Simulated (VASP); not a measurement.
Runs of VASP 6.6.1 on Re. The structure is that of space group R-3m (No. 166), or close to it. The cells are those of the table. 

| task | cell | gap on the mesh (eV) | pressure (GPa) | largest force (eV/Å) |
| --- | --- | --- | --- | --- |
| single point | a = 7.022 Å, angles 23.2°, 3 atoms | none | -25.5 | 0.01 |
| electric field gradients | a = 6.977 Å, angles 23.2°, 3 atoms | none | (b) | 0.01 |
| single point | a = 6.864 Å, angles 23.2°, 3 atoms | none | -2.8 | 0.03 |
| electric field gradients | a = 7.017 Å, angles 22.7°, 3 atoms | none | -13.6 | 0.07 |
| electric field gradients | a = 6.821 Å, angles 23.4°, 3 atoms | none | -2.8 | - |
| single point | a = 6.932 Å, angles 23.2°, 3 atoms | none | (a) | 0.02 |
| single point | a = 6.794 Å, angles 23.2°, 3 atoms | none | 10.0 | 0.04 |

Alike in all rows: level PBEsol; potentials or basis VASP PAW PBE potentials, release 64 (Re); no spin polarisation; k mesh 15 × 15 × 15; cutoff (eV) 520; smearing fermi-dirac 0.05 eV.

**Question.** Estimate the missing entries.

**Answer.** (a) -13.7; (b) -19.9.

Caveats: the PAW data sets were made with another functional, which shifts forces and pressure a little; spin-orbit coupling is left out, which moves the levels of the heavy elements; the cell stands under tension (at least some runs); the stress differs along the axes, from -19 to -11 GPa (at least some runs); the cell stands under pressure (at least some runs).

A k mesh can miss the band edges, and the runs leave out spin-orbit coupling on Re.

A gap of «none» marks levels without a gap at the run's occupations.
